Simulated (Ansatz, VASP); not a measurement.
Ta2AlC2N in VASP and in Ansatz

```
Ta Al C N
1.0
     3.20618    0.00000    0.00000
     0.00000    3.65237    0.00000
     0.00000    0.00000    6.07757
Ta Al C N
2 1 2 1
Direct
  0.00000 0.00000 0.73894
  0.00000 0.00000 0.26106
  0.50000 0.50000 0.00000
  0.00000 0.50000 0.50000
  0.50000 0.00000 0.00000
  0.50000 0.50000 0.50000
```

Change from the starting cell: species swapped into the LiCa2NiN2 type (Pmmm, No. 47).

Alike in both runs: functional PBE; k mesh 12 × 10 × 6; occupations gaussian, width 0.1 eV; no spin polarisation.

Ansatz relaxed the structure, and its values are those at the end. VASP's run is a single point on that final structure, the one shown.

|  | VASP | Ansatz |
| --- | --- | --- |
| version | VASP 6.6.1 | Ansatz 0.2.0 |
| potentials or method | VASP PAW PBE potentials, release 64 (Ta_pv, Al, C, N), cutoff 520 eV | scalar-relativistic, plane waves, PAW |
| valence electrons in the cell | 38 | 42 |

|  | VASP | Ansatz | Ansatz less VASP |
| --- | --- | --- | --- |
| gap on the k mesh at the Fermi level (eV) | none | none | - |
| pressure (GPa) | 0.2 | 0.0 | -0.21 |

A gap of «none» marks a metal or a gap that the smearing closes. With one functional, cell and mesh, what is left measures potentials, basis and numerics. VASP's potentials hold 38 valence electrons a cell and Ansatz's 42, so a difference there can come from the potentials and not from the codes.

Spin-orbit coupling is off throughout.
